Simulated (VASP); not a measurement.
# BiB (F-43m) in VASP: G0W0 quasiparticle levels with r2SCAN

Aim: the G0W0 quasiparticle levels of BiB with r2SCAN.

Everything below comes from runs of VASP 6.6.1. Logs are shortened: lines on timing, memory, paths and dates and some standing lists are left out, and cuts for length are marked.

### Step 1. The cell of the first run

It takes space group F-43m (No. 216, cubic). The conventional cell has a = 5.490 Å, b = 5.490 Å, c = 5.490 Å, α = 90.00°, β = 90.00°, γ = 90.00°. B (site symmetry -43m) has 4 Bi at 2.38 Å within 3.1 Å. Within 3.1 Å of Bi (site symmetry -43m) lie 4 B at 2.38 Å.

### Step 2. G0W0 quasiparticle levels, r2SCAN

Contents of POSCAR:

```
BiB
1.0
    0.0000000000      2.7448744654      2.7448744654
    2.7448744654      0.0000000000      2.7448744654
    2.7448744654      2.7448744654      0.0000000000
B Bi
1 1
Direct
    0.0000000000      0.0000000000      0.0000000000
    0.2500000000      0.2500000000      0.2500000000
```

Contents of INCAR.step1:

```
SYSTEM = BiB
PREC = Accurate ; ENCUT = 500
EDIFF = 1E-8 ; ISMEAR = 0
SIGMA = 0.01 ; LREAL = .False.
LASPH = .True. ; NELM = 60
ALGO = Normal ; LWAVE = .True.
LCHARG = .False. ; METAGGA = R2SCAN
LMIXTAU = .True.
```

Contents of INCAR.step2:

```
SYSTEM = BiB
PREC = Accurate ; ENCUT = 500
EDIFF = 1E-8 ; ISMEAR = 0
SIGMA = 0.01 ; LREAL = .False.
LASPH = .True. ; NELM = 1
ALGO = Exact ; LWAVE = .True.
LCHARG = .False. ; METAGGA = R2SCAN
LMIXTAU = .True. ; NBANDS = 165
LOPTICS = .True. ; ISTART = 1
```

Contents of INCAR.step3:

```
SYSTEM = BiB
PREC = Accurate ; ENCUT = 500
EDIFF = 1E-8 ; ISMEAR = 0
SIGMA = 0.01 ; LREAL = .False.
LASPH = .True. ; ALGO = EVGW0
LWAVE = .False. ; LCHARG = .False.
METAGGA = R2SCAN ; LMIXTAU = .True.
NELMGW = 1 ; NBANDS = 165
ENCUTGW = 140.0 ; NOMEGA = 96
PRECFOCK = Fast ; ISTART = 1
NBANDSGW = 18 ; OMEGAMAX = 20
```

Contents of KPOINTS:

```
Automatic mesh
0
Gamma
  4 4 4
  0 0 0
```

Potentials or basis: VASP PAW PBE potentials, release 64 (B_GW, Bi_d_GW).

Run with:

```sh
$ cat potpaw_PBE.64/B_GW/POTCAR potpaw_PBE.64/Bi_d_GW/POTCAR > POTCAR
$ cp INCAR.step1 INCAR
$ mpirun -np 1 vasp_std > vasp.out
$ cp INCAR.step2 INCAR
$ mpirun -np 1 vasp_std > vasp.out
$ cp INCAR.step3 INCAR
$ mpirun -np 1 vasp_std > vasp.out
```

OUTCAR:

```text
SYSTEM = BiB
   PREC = Accurate
   ENCUT = 500
   EDIFF = 1E-8
   ISMEAR = 0
   LREAL = .False.
   LASPH = .True.
   METAGGA = R2SCAN
   NELMGW = 1
   ENCUTGW = 140.0
   PRECFOCK = Fast
   ISTART = 1

 ion  position               nearest neighbor table
   1  0.000  0.000  0.000-   2 2.38   2 2.38   2 2.38   2 2.38
   2  0.250  0.250  0.250-   1 2.38   1 2.38   1 2.38   1 2.38

  LATTYP: Found a face centered cubic cell.
 ALAT       =     5.4897489308

  Lattice vectors:

 A1 = (   0.0000000000,   2.7448744654,   2.7448744654)
 A2 = (   2.7448744654,   0.0000000000,   2.7448744654)
 A3 = (   2.7448744654,   2.7448744654,   0.0000000000)

Analysis of symmetry for initial positions (statically):
=====================================================================
 Subroutine PRICEL returns:
 Original cell was already a primitive cell.

 Routine SETGRP: Setting up the symmetry group for a
 face centered cubic supercell.

 Subroutine GETGRP returns: Found 24 space group operations
 (whereof 24 operations were pure point group operations)
 out of a pool of 48 trial point group operations.

The static configuration has the point symmetry T_d .

Analysis of symmetry for dynamics (positions and initial velocities):
=====================================================================
 Subroutine PRICEL returns:
 Original cell was already a primitive cell.

 Routine SETGRP: Setting up the symmetry group for a
 face centered cubic supercell.

 Subroutine GETGRP returns: Found 24 space group operations
 (whereof 24 operations were pure point group operations)
 out of a pool of 48 trial point group operations.

The dynamic configuration has the point symmetry T_d .

 Subroutine INISYM returns: Found 24 space group operations
 (whereof 24 operations are pure point group operations),
 and found     1 'primitive' translations

----------------------------------------------------------------------------------------

                                     Primitive cell

  volume of cell :      41.3616

  direct lattice vectors                    reciprocal lattice vectors
     0.000000000  2.744874465  2.744874465    -0.182157693  0.182157693  0.182157693
     2.744874465  0.000000000  2.744874465     0.182157693 -0.182157693  0.182157693
     2.744874465  2.744874465  0.000000000     0.182157693  0.182157693 -0.182157693

  length of vectors
     3.881838696  3.881838696  3.881838696     0.315506379  0.315506379  0.315506379

  position of ions in fractional coordinates (direct lattice)
     0.000000000  0.000000000  0.000000000
     0.250000000  0.250000000  0.250000000

  ion indices of the primitive-cell ions
   primitive index   ion index
                 1           1
                 2           2

----------------------------------------------------------------------------------------

 KPOINTS: Automatic mesh

Automatic generation of k-mesh.
 Grid dimensions read from file:
 generate k-points for:    4    4    4

 Generating k-lattice:

  Cartesian coordinates                     Fractional coordinates (reciprocal lattice)
    -0.045539423  0.045539423  0.045539423     0.250000000  0.000000000  0.000000000
     0.045539423 -0.045539423  0.045539423     0.000000000  0.250000000  0.000000000
     0.045539423  0.045539423 -0.045539423     0.000000000  0.000000000  0.250000000

  Length of vectors
     0.078876595  0.078876595  0.078876595

  Shift w.r.t. Gamma in fractional coordinates (k-lattice)
     0.000000000  0.000000000  0.000000000

 Subroutine IBZKPT returns following result:
 ===========================================

 Found      8 irreducible k-points:

 Following reciprocal coordinates:
            Coordinates               Weight
  0.000000  0.000000  0.000000      1.000000
  0.250000  0.000000  0.000000      8.000000
  0.500000  0.000000  0.000000      4.000000
  0.250000  0.250000  0.000000      6.000000
  0.500000  0.250000  0.000000     24.000000
 -0.250000  0.250000  0.000000     12.000000
  0.500000  0.500000  0.000000      3.000000
 -0.250000  0.500000  0.250000      6.000000
   k-points           NKPTS =      8   k-points in BZ     NKDIM =     64   number of bands    NBANDS=    165
   number of dos      NEDOS =    301   number of ions     NIONS =      2
   total plane-waves  NPLWV =  21952
   dimension x,y,z NGX =    28 NGY =   28 NGZ =   28
   dimension x,y,z NGXF=    56 NGYF=   56 NGZF=   56
   ions per type =               1   1
   NGX,Y,Z   is equivalent  to a cutoff of  11.99, 11.99, 11.99 a.u.
   NGXF,Y,Z  is equivalent  to a cutoff of  23.98, 23.98, 23.98 a.u.
 SYSTEM =  BiB
   PREC   = accura    normal or accurate (medium, high low for compatibility)
   ISTART =      1    job   : 0-new  1-cont  2-samecut
   ICHARG =      0    charge: 1-file 2-atom 10-const
   ISPIN  =      1    spin polarized calculation?
   LNONCOLLINEAR =      F non collinear calculations
   LSORBIT =      F    spin-orbit coupling
   LASPH  =      T    aspherical Exc in radial PAW
   ENCUT  =  500.0 eV  36.75 Ry    6.06 a.u.   7.08  7.08  7.08*2*pi/ulx,y,z
   NELM   =     60;   NELMIN=  2; NELMDL=  0     # of ELM steps
   EDIFF  = 0.1E-07   stopping-criterion for ELM
   LREAL  =      F    real-space projection
   EDIFFG = 0.1E-06   stopping-criterion for IOM
   NSW    =      0    number of steps for IOM
   IBRION =     -1    ionic relax: 0-MD 1-quasi-New 2-CG
   NFREE  =      0    steps in history (QN), initial steepest desc. (CG)
   ISIF   =      0    stress and relaxation
   ISYM   =      3    0-nonsym 1-usesym 2-fastsym
   POTIM  = 0.5000    time-step for ionic-motion
   TEBEG  =    0.0;   TEEND  =   0.0 temperature during run
   PSTRESS=    0.0 pullay stress
   NELECT =      20.0000    total number of electrons
   NUPDOWN=      -1.0000    fix difference up-down
   EMIN   =  10.00;   EMAX   =-10.00  energy-range for DOS
   EFERMI =   0.00;   METHOD = LEGACY
   ISMEAR =     0;   SIGMA  =   0.01  broadening in eV -4-tet -1-fermi 0-gaus
   EFERMI_NEDOS =   21; number of points for ismear=-14 and -15
   IALGO  =     38    algorithm
   IMIX   =      4    mixing-type and parameters
     AMIX     =   0.40;   BMIX     =  1.00
     AMIX_MAG =   1.60;   BMIX_MAG =  1.00
  volume/ion in A,a.u.               =      20.68       139.56
  Fermi-wavevector in a.u.,A,eV,Ry     =   1.284948  2.428200 22.464475  1.651092
  Thomas-Fermi vector in A             =   2.417112
   LORBIT       =      0    0 simple, 1 ext, 2 COOP (PROOUT), +10 PAW based schemes
   METAGGA = R2SCAN    functional components
   LHFCALC =     T    Hartree Fock is set to
   PRECFOCK=fast      Normal, Fast or Accurate (Low or Medium for compatibility)
   ENCUT4O =  -1.0   cutoff for four orbital integrals eV
   NKREDX  =     1    reduce k-point grid by
   NKREDY  =     1    reduce k-point grid by
   NKREDZ  =     1    reduce k-point grid by
   AEXX    =    1.0000 exact exchange contribution
   HFSCREEN=    0.0000 screening length (either q_TF or 0.3 A-1)
   HFSCREENC=   0.0000 screening length for correlation (either q_TF or 0.3 A-1)
   ENCUTFOCK=  -1.0 apply spherical cutoff to Coloumb kernel
   IVDW    =     0    specifies the selected vdW correction
   LEPSILON=     F    determine dielectric tensor
   LRPA    =     F    only Hartree local field effects (RPA)
   LRPAFORCE           =     F    calculate RPA forces
   ENCUTGW             = 140.0    cutoff for response function in eV
   ENCUTGWSOFT         = 112.0    soft cutoff for Coulomb kernel in GW response function in eV
   ENCUTLF             =  -1.0    cutoff for local field effects
   NELMGW              =     1    number of iterations in solving QP/BSE equation
   NELMHF              =     1    number of iterations in the inner HF iteration
   NKREDLFX            =     1    NKREDLFY  =   1   NKREDLFZ  =   1
 non-spin polarized calculation
 Gauss-broadening in eV      SIGMA  =   0.01
  energy-cutoff  :      500.00
  volume of cell :       41.36
 maximum number of plane-waves:      1067
  NGX = 16; NGY = 16; NGZ = 16
   NGX = 15   NGY = 15   NGZ = 15
 maximum number of plane-waves:       169

 QP shifts <psi_nk| G(iteration)W_0 |psi_nk>: iteration 1
 for sc-GW calculations column KS-energies equals QP-energies in previous step
 and V_xc(KS)=  KS-energies - (<T + V_ion + V_H > + <T+V_H+V_ion>^1  + <V_x>^1)

 k-point   1 :       0.0000    0.0000    0.0000
  band No.  KS-energies  QP-energies   sigma(KS)   V_xc(KS)     V^pw_x(r,r')   Z            occupation Imag(sigma)

      1    -152.3429    -161.8612     -29.5687     -16.3010     -38.0227       0.7174       2.0000       0.5219
      2     -19.6166     -21.2390     -21.2736     -19.0461     -27.0478       0.7283       2.0000       0.3596
      3     -19.6166     -21.2390     -21.2736     -19.0461     -27.0478       0.7283       2.0000       0.3596
      4     -19.6166     -21.2390     -21.2736     -19.0461     -27.0478       0.7283       2.0000       0.3596
      5     -19.5153     -21.1308     -21.2930     -19.0679     -27.0094       0.7260       2.0000       0.2690
      6     -19.5153     -21.1308     -21.2930     -19.0679     -27.0094       0.7260       2.0000       0.2690
[... 10 lines left out ...]
     17      15.4291      14.9128      -8.5360      -7.8652      -2.7468       0.7697       0.0000      -0.3589
     18      15.4291      14.9128      -8.5360      -7.8652      -2.7468       0.7697       0.0000      -0.3589

 k-point   2 :       0.2500    0.0000    0.0000
  band No.  KS-energies  QP-energies   sigma(KS)   V_xc(KS)     V^pw_x(r,r')   Z            occupation Imag(sigma)

      1    -152.3423    -161.9027     -29.5687     -16.2996     -38.0225       0.7205       2.0000       0.5218
      2     -19.6135     -21.2360     -21.2563     -19.0437     -27.0465       0.7333       2.0000       0.3672
      3     -19.5966     -21.2314     -21.2904     -19.0593     -27.0544       0.7327       2.0000       0.3547
      4     -19.5966     -21.2314     -21.2904     -19.0593     -27.0544       0.7327       2.0000       0.3547
      5     -19.5107     -21.1370     -21.2994     -19.0730     -27.0165       0.7304       2.0000       0.2783
      6     -19.5107     -21.1370     -21.2994     -19.0730     -27.0165       0.7304       2.0000       0.2783
[... 10 lines left out ...]
     17      14.1306      13.7505      -9.2791      -8.7890      -3.8646       0.7753       0.0000      -0.2663
     18      16.3028      15.8599      -9.8680      -9.2887      -3.7916       0.7645       0.0000      -0.4569

 k-point   3 :       0.5000    0.0000    0.0000
  band No.  KS-energies  QP-energies   sigma(KS)   V_xc(KS)     V^pw_x(r,r')   Z            occupation Imag(sigma)
[... 89 lines left out ...]
      1    -152.3422    -161.9065     -29.5680     -16.2993     -38.0217       0.7208       2.0000       0.5218
      2     -19.6610     -21.2563     -21.1786     -19.0024     -27.0157       0.7331       2.0000       0.3899
      3     -19.5548     -21.1576     -21.2184     -19.0165     -26.9639       0.7279       2.0000       0.2915
      4     -19.5219     -21.1749     -21.3805     -19.1266     -27.1064       0.7334       2.0000       0.3337
      5     -19.5219     -21.1749     -21.3805     -19.1266     -27.1064       0.7334       2.0000       0.3337
      6     -19.4809     -21.1258     -21.3363     -19.0958     -27.0349       0.7341       2.0000       0.2843
[... 10 lines left out ...]
     17      18.2480      17.8007     -10.6810     -10.0830      -4.0912       0.7481       0.0000      -0.7098
     18      18.8941      18.5566     -10.0404      -9.5943      -4.0214       0.7564       0.0000      -0.4786

 k-point   8 :      -0.2500    0.5000    0.2500
  band No.  KS-energies  QP-energies   sigma(KS)   V_xc(KS)     V^pw_x(r,r')   Z            occupation Imag(sigma)

      1    -152.3426    -161.8913     -29.5682     -16.3002     -38.0220       0.7197       2.0000       0.5218
      2     -19.6132     -21.2297     -21.2440     -19.0485     -27.0589       0.7363       2.0000       0.3894
      3     -19.5721     -21.2097     -21.3079     -19.0755     -27.0597       0.7335       2.0000       0.3396
      4     -19.5396     -21.1661     -21.2741     -19.0476     -27.0050       0.7306       2.0000       0.3099
      5     -19.5184     -21.1583     -21.3586     -19.1160     -27.0839       0.7313       2.0000       0.3137
      6     -19.4986     -21.1304     -21.3091     -19.0776     -27.0186       0.7313       2.0000       0.2858
[... 10 lines left out ...]
     17      18.0730      17.7240     -11.2198     -10.7703      -4.7928       0.7765       0.0000      -0.6804
     18      18.5195      18.2597     -10.5961     -10.2491      -4.2077       0.7490       0.0000      -0.6013
```

It took 8.9 min on 1 thread of Intel Xeon 8259CL, shared host; peak memory 0.45 GiB.

What came out:

- Quasiparticle gap: 0.77 eV
- Least direct quasiparticle gap: 0.77 eV
- Band gap of the starting levels on the mesh: 0.38 eV
- Least direct gap of the starting levels on the mesh: 0.38 eV

Caveat: the k points lie up to 0.50 Å⁻¹ apart; bands, screening cutoff and mesh are small and nothing is extrapolated, so the quasiparticle values aren't converged; the structure was generated, so it needn't be the stable form of BiB; spin-orbit coupling is left out, which moves the levels of the heavy elements.
